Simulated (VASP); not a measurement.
# Ni (P6/mmm) in VASP: a series of runs

Ni is run at these levels: r2SCAN; tasks: single point.

All numbers are computed with VASP 6.6.1; they aren't measurements. Logs are shortened: lines on timing, memory, paths and dates and some standing lists are left out, and cuts for length are marked.

## 1. The cell of the first run

The structure is hexagonal, space group P6/mmm (No. 191). Conventional cell: a = 2.370 Å, b = 2.370 Å, c = 2.214 Å, α = 90.00°, β = 90.00°, γ = 120.00°. Ni (site symmetry 6/mmm) has 8 Ni at 2.21 to 2.37 Å within 2.9 Å.

## 2. Single point, r2SCAN, collinear spin, ferromagnetic start

The input, POSCAR:

```
Ni
1.0
    2.3699257234      0.0000000000      0.0000000000
   -1.1849628617      2.0524158815      0.0000000000
    0.0000000000      0.0000000000      2.2143993478
Ni
1
Direct
    0.0000000000      0.0000000000      0.0000000000
```

The input, INCAR.step1:

```
ALGO = Normal
EDIFF = 1E-4
ENCUT = 520
GGA = PE
ISMEAR = 0
ISPIN = 2
LASPH = True
LCHARG = False
LMAXMIX = 4
LREAL = False
LWAVE = True
MAGMOM = 2
NBANDS = 15
NELM = 150
PREC = Accurate
SIGMA = 0.1
```

The input, INCAR.step2:

```
ALGO = Normal
EDIFF = 1E-7
ENCUT = 520
ISIF = 2
ISMEAR = 0
ISPIN = 2
ISTART = 1
LASPH = True
LCHARG = False
LMAXMIX = 4
LMIXTAU = True
LORBIT = 11
LREAL = False
LWAVE = False
MAGMOM = 2
METAGGA = R2SCAN
NBANDS = 15
NELM = 150
PREC = Accurate
SIGMA = 0.1
```

The input, KPOINTS:

```
k-points
0
Gamma
  9 9 8
```

Potentials or basis: VASP PAW PBE potentials, release 64 (Ni).

On the command line:

```console
> cat potpaw_PBE.64/Ni/POTCAR > POTCAR
> cp INCAR.step1 INCAR
> mpirun -np 1 vasp_std > vasp.out
> cp INCAR.step2 INCAR
> mpirun -np 1 vasp_std > vasp.out
```

OUTCAR:

```text
EDIFF = 1E-7
   ENCUT = 520
   ISIF = 2
   ISMEAR = 0
   ISPIN = 2
   ISTART = 1
   LASPH = True
   LORBIT = 11
   LREAL = False
   METAGGA = R2SCAN
   NELM = 150
   PREC = Accurate

 ion  position               nearest neighbor table
   1  0.000  0.000  0.000-

  LATTYP: Found a hexagonal cell.
 ALAT       =     2.3699257234
 C/A-ratio  =     0.9343750000

  Lattice vectors:

 A1 = (   2.3699257234,   0.0000000000,   0.0000000000)
 A2 = (  -1.1849628617,   2.0524158815,   0.0000000000)
 A3 = (   0.0000000000,   0.0000000000,   2.2143993478)

Analysis of symmetry for initial positions (statically):
=====================================================================
 Subroutine PRICEL returns:
 Original cell was already a primitive cell.

 Routine SETGRP: Setting up the symmetry group for a
 hexagonal supercell.

 Subroutine GETGRP returns: Found 24 space group operations
 (whereof 24 operations were pure point group operations)
 out of a pool of 24 trial point group operations.

The static configuration has the point symmetry D_6h.

Analysis of symmetry for dynamics (positions and initial velocities):
=====================================================================
 Subroutine PRICEL returns:
 Original cell was already a primitive cell.

 Routine SETGRP: Setting up the symmetry group for a
 hexagonal supercell.

 Subroutine GETGRP returns: Found 24 space group operations
 (whereof 24 operations were pure point group operations)
 out of a pool of 24 trial point group operations.

The dynamic configuration has the point symmetry D_6h.

Analysis of structural, dynamic, and magnetic symmetry:
=====================================================================
 Subroutine PRICEL returns:
 Original cell was already a primitive cell.

 Routine SETGRP: Setting up the symmetry group for a
 hexagonal supercell.

 Subroutine GETGRP returns: Found 24 space group operations
 (whereof 24 operations were pure point group operations)
 out of a pool of 24 trial point group operations.

The overall configuration has the point symmetry D_6h.

 Subroutine INISYM returns: Found 24 space group operations
 (whereof 24 operations are pure point group operations),
 and found     1 'primitive' translations

----------------------------------------------------------------------------------------

                                     Primitive cell

  volume of cell :      10.7710

  direct lattice vectors                    reciprocal lattice vectors
     2.369925723  0.000000000  0.000000000     0.421954152  0.243615344  0.000000000
    -1.184962862  2.052415881  0.000000000     0.000000000  0.487230687  0.000000000
     0.000000000  0.000000000  2.214399348     0.000000000  0.000000000  0.451589728

  length of vectors
     2.369925723  2.369925723  2.214399348     0.487230687  0.487230687  0.451589728

  position of ions in fractional coordinates (direct lattice)
     0.000000000  0.000000000  0.000000000

  ion indices of the primitive-cell ions
   primitive index   ion index
                 1           1

----------------------------------------------------------------------------------------

 KPOINTS: k-points

Automatic generation of k-mesh.
 Grid dimensions read from file:
 generate k-points for:    9    9    8

 Generating k-lattice:

  Cartesian coordinates                     Fractional coordinates (reciprocal lattice)
     0.046883795  0.027068372  0.000000000     0.111111111  0.000000000  0.000000000
     0.000000000  0.054136743  0.000000000     0.000000000  0.111111111  0.000000000
     0.000000000  0.000000000  0.056448716     0.000000000  0.000000000  0.125000000

  Length of vectors
     0.054136743  0.054136743  0.056448716

  Shift w.r.t. Gamma in fractional coordinates (k-lattice)
     0.000000000  0.000000000  0.000000000

 Subroutine IBZKPT returns following result:
 ===========================================

 Found     60 irreducible k-points:

 Following reciprocal coordinates:
            Coordinates               Weight
  0.000000  0.000000  0.000000      1.000000
  0.111111 -0.000000  0.000000      6.000000
  0.222222 -0.000000  0.000000      6.000000
  0.333333 -0.000000  0.000000      6.000000
  0.444444 -0.000000  0.000000      6.000000
  0.111111  0.111111  0.000000      6.000000
[... 16 lines left out ...]
  0.333333  0.222222  0.125000     24.000000
  0.333333  0.333333  0.125000      4.000000
 [... further k-points ...]
   k-points           NKPTS =     60   k-points in BZ     NKDIM =     60   number of bands    NBANDS=     15
   number of dos      NEDOS =    301   number of ions     NIONS =      1
   total plane-waves  NPLWV =   5184
   dimension x,y,z NGX =    18 NGY =   18 NGZ =   16
   dimension x,y,z NGXF=    36 NGYF=   36 NGZF=   32
   ions per type =               1
   NGX,Y,Z   is equivalent  to a cutoff of  12.63, 12.63, 12.01 a.u.
   NGXF,Y,Z  is equivalent  to a cutoff of  25.25, 25.25, 24.02 a.u.
 SYSTEM =  unknown system
   PREC   = accura    normal or accurate (medium, high low for compatibility)
   ISTART =      1    job   : 0-new  1-cont  2-samecut
   ICHARG =      0    charge: 1-file 2-atom 10-const
   ISPIN  =      2    spin polarized calculation?
   LNONCOLLINEAR =      F non collinear calculations
   LSORBIT =      F    spin-orbit coupling
   LASPH  =      T    aspherical Exc in radial PAW
   ENCUT  =  520.0 eV  38.22 Ry    6.18 a.u.   4.41  4.41  4.12*2*pi/ulx,y,z
   NELM   =    150;   NELMIN=  2; NELMDL=  0     # of ELM steps
   EDIFF  = 0.1E-06   stopping-criterion for ELM
   LREAL  =      F    real-space projection
   EDIFFG = 0.1E-05   stopping-criterion for IOM
   NSW    =      0    number of steps for IOM
   IBRION =     -1    ionic relax: 0-MD 1-quasi-New 2-CG
   NFREE  =      0    steps in history (QN), initial steepest desc. (CG)
   ISIF   =      2    stress and relaxation
   ISYM   =      2    0-nonsym 1-usesym 2-fastsym
   POTIM  = 0.5000    time-step for ionic-motion
   TEBEG  =    0.0;   TEEND  =   0.0 temperature during run
   PSTRESS=    0.0 pullay stress
   NELECT =      10.0000    total number of electrons
   NUPDOWN=      -1.0000    fix difference up-down
   EMIN   =  10.00;   EMAX   =-10.00  energy-range for DOS
   EFERMI =   0.00;   METHOD = LEGACY
   ISMEAR =     0;   SIGMA  =   0.10  broadening in eV -4-tet -1-fermi 0-gaus
   EFERMI_NEDOS =   21; number of points for ismear=-14 and -15
   IALGO  =     38    algorithm
   IMIX   =      4    mixing-type and parameters
     AMIX     =   0.40;   BMIX     =  1.00
     AMIX_MAG =   1.60;   BMIX_MAG =  1.00
  volume/ion in A,a.u.               =      10.77        72.69
  Fermi-wavevector in a.u.,A,eV,Ry     =   1.597066  3.018017 34.703282  2.550619
  Thomas-Fermi vector in A             =   2.694730
   LORBIT       =     11    0 simple, 1 ext, 2 COOP (PROOUT), +10 PAW based schemes
   METAGGA = R2SCAN    functional components
   LHFCALC =     F    Hartree Fock is set to
   AEXX    =    0.0000 exact exchange contribution
   IVDW    =     0    specifies the selected vdW correction
   LEPSILON=     F    determine dielectric tensor
   LRPA    =     F    only Hartree local field effects (RPA)
 spin polarized calculation
 Gauss-broadening in eV      SIGMA  =   0.10
  energy-cutoff  :      520.00
  volume of cell :       10.77
 maximum number of plane-waves:       308
 NGX is ok and might be reduce to    18
   NGX =  9   NGY =  9   NGZ =  9

 number of electron      10.0000021 magnetization       0.6905497

 Free energy of the ion-electron system (eV)
  ---------------------------------------------------
  ext. energy  EPLUGINS =         0.00000000
  ---------------------------------------------------
  free energy    TOTEN  =       -11.45214393 eV

  energy without entropy =      -11.44407416  energy(sigma->0) =      -11.44810905

 E-fermi :   9.4136     XC(G=0): -14.3272

 val. band max:        9.3960344423   @ k =   0.1111  -0.0000   0.1250
 cond. band min:       9.4222319905   @ k =   0.4444   0.1111   0.0000
 fundamental gap:      0.0261975482
 Fermi energy:         9.4136229841

 spin component 1

 k-point     1 :       0.0000    0.0000    0.0000
  band No.  band energies     occupation
      1       0.0685      1.00000
      2       4.7925      1.00000
      3       6.6538      1.00000
      4       6.6540      1.00000
      5       8.8268      1.00000
      6       8.8268      1.00000
      7      31.5638      0.00000
      8      34.1246      0.00000
      9      36.4627      0.00000
     10      37.7556      0.00000
     11      37.7557      0.00000
     12      39.9129      0.00000
     13      39.9131      0.00000
     14      47.3382      0.00000
     15      53.3780      0.00000
[... 397 lines left out ...]
 k-point    24 :       0.3333    0.3333    0.1250
  band No.  band energies     occupation
      1       5.7948      1.00000
      2       5.7950      1.00000
      3       5.9418      1.00000
      4       7.7593      1.00000
      5       7.7594      1.00000
      6      15.4943      0.00000
      7      15.4944      0.00000
      8      17.3805      0.00000
      9      37.1553      0.00000
     10      37.1555      0.00000
     11      41.8850      0.00000
     12      49.2847      0.00000
     13      49.2848      0.00000
     14      50.1378      0.00000
     15      52.6878      0.00000

 [... further k-points ...]

 spin component 2

 k-point     1 :       0.0000    0.0000    0.0000
  band No.  band energies     occupation
      1      -0.0571      1.00000
      2       5.8222      1.00000
      3       7.7036      1.00000
      4       7.7037      1.00000
      5       9.7540      0.00000
      6       9.7541      0.00000
      7      31.6774      0.00000
      8      33.9929      0.00000
      9      36.7353      0.00000
     10      38.0581      0.00000
     11      38.0582      0.00000
     12      40.1208      0.00000
     13      40.1209      0.00000
     14      47.8146      0.00000
     15      55.7168      0.00000
[... 397 lines left out ...]
 k-point    24 :       0.3333    0.3333    0.1250
  band No.  band energies     occupation
      1       6.4456      1.00000
      2       6.4457      1.00000
      3       6.9828      1.00000
      4       8.6456      1.00000
      5       8.6457      1.00000
      6      15.8666      0.00000
      7      15.8666      0.00000
      8      17.7801      0.00000
      9      37.2556      0.00000
     10      37.2557      0.00000
     11      42.2913      0.00000
     12      49.4847      0.00000
     13      49.4848      0.00000
     14      50.6832      0.00000
     15      53.9022      0.00000

 [... further k-points ...]

------------------------ aborting loop because EDIFF is reached ----------------------------------------

  FORCE on cell =-STRESS in cart. coord.  units (eV):
  Direction    XX          YY          ZZ          XY          YZ          ZX
  --------------------------------------------------------------------------------------
  -------------------------------------------------------------------------------------
  Total        0.3984446      0.3984446      1.7596351      0.0000000     -0.0000000      0.0000000
  in kB       59.2683066     59.2683066    261.7442497      0.0000000     -0.0000000      0.0000000
  external PRESSURE =     126.7602876 kB  Pullay stress =       0.0000000 kB

 VOLUME and BASIS-vectors are now :
 -----------------------------------------------------------------------------
  energy-cutoff  :      520.00
  volume of cell :       10.77
      direct lattice vectors                 reciprocal lattice vectors
     2.369925723  0.000000000  0.000000000     0.421954152  0.243615344  0.000000000
    -1.184962862  2.052415881  0.000000000     0.000000000  0.487230687  0.000000000
     0.000000000  0.000000000  2.214399348     0.000000000  0.000000000  0.451589728

 POSITION                                       TOTAL-FORCE (eV/Angst)
 -----------------------------------------------------------------------------------
      0.00000      0.00000      0.00000         0.000000      0.000000      0.000000
 -----------------------------------------------------------------------------------
    total drift:                               -0.000000      0.000000      0.000000

  FREE ENERGIE OF THE ION-ELECTRON SYSTEM (eV)
  ---------------------------------------------------
  free  energy   TOTEN  =       -11.4521439340 eV

  energy  without entropy=      -11.4440741572  energy(sigma->0) =      -11.44810905

 total charge

# of ion       s       p       d       tot
------------------------------------------
    1        0.558   0.515   8.403   9.475

 magnetization (x)

# of ion       s       p       d       tot
------------------------------------------
    1       -0.008  -0.018   0.725   0.699
```

Wall time 45 s (1 thread of Intel Xeon 6975P-C (Granite Rapids), shared host); peak memory 0.13 GiB.

What came out:

- Free energy: -11.4521 eV
- Pressure: 12.7 GPa
- Net moment: 0.69 μB per cell
- Site moments: Ni +0.70 μB
- Valence electrons inside the program's atomic spheres: Ni 9.47

Stress tensor (GPa, compression positive):
```
 5.93  0.00  0.00
 0.00  5.93  0.00
 0.00  0.00 26.17
```

Levels at points of the mesh, in eV from the Fermi level:
Spin up:
```
           k point  band 3  band 4  band 5  band 6  band 7  band 8
(0.00, 0.00, 0.00)   -2.76   -2.76   -0.59   -0.59   22.15   24.71
(0.00, 0.00, 0.50)   -2.42   -1.83   -1.83   -1.51    4.36   30.33
```
Spin down:
```tsv
k point	band 2	band 3	band 4	band 5	band 6	band 7	band 8	band 9
(0.00, 0.00, 0.00)	-3.59	-1.71	-1.71	0.34	0.34	22.26	24.58	27.32
(0.00, 0.00, 0.50)	-1.59	-1.34	-1.34	-0.96	-0.96	5.16	30.29	33.18
```

Caveat: the PAW data sets were made with another functional, which shifts forces and pressure a little.

(Continued in part 2 of 2.)
